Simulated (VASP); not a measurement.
Here is a VASP 6.6.1 calculation.

File POSCAR:

```
GaN
1.0
    3.2753996503      0.0000000000      0.0000000000
   -1.6376998252      2.8365793047      0.0000000000
    0.0000000000      0.0000000000      5.0110200000
Ga N
2 2
Direct
    0.3333333333      0.6666666667      0.0000000000
    0.6666666667      0.3333333333      0.5000000000
    0.3333333333      0.6666666667      0.3750000000
    0.6666666667      0.3333333333      0.8750000000
```

INCAR.step1

```
ALGO = Normal
EDIFF = 1E-4
ENCUT = 520
GGA = PE
ISMEAR = 0
LASPH = T
LCHARG = F
LREAL = F
LWAVE = T
NBANDS = 26
NELM = 80
PREC = Accurate
SIGMA = 0.05
```

The input INCAR.step2:

```
ALGO = Normal
EDIFF = 1E-6
ENCUT = 520
ISIF = 2
ISMEAR = 0
ISTART = 1
LASPH = T
LCHARG = F
LMIXTAU = T
LREAL = F
LWAVE = F
METAGGA = R2SCAN
NBANDS = 26
NELM = 80
PREC = Accurate
SIGMA = 0.05
```

Contents of KPOINTS:

```
k-points
0
Gamma
  12 12 6
```

Potentials or basis: VASP PAW PBE potentials, release 64 (Ga_d, N).

Run with:

```sh
$ cat potpaw_PBE.64/Ga_d/POTCAR potpaw_PBE.64/N/POTCAR > POTCAR
$ cp INCAR.step1 INCAR
$ mpirun -np 1 vasp_std > vasp.out
$ cp INCAR.step2 INCAR
$ mpirun -np 1 vasp_std > vasp.out
```

(1) Estimate the largest force.

(2) What does it give for the band gap on the k mesh?

(3) Estimate the pressure.

Results:

(1) 0.918 eV/Å.

(2) 2.17 eV.

(3) -2.2 GPa.

Caveat: the cell differs from its parent crystal (strain +0.030 along x and y, -0.030 along z); the PAW data sets were made with another functional, which shifts forces and pressure a little.
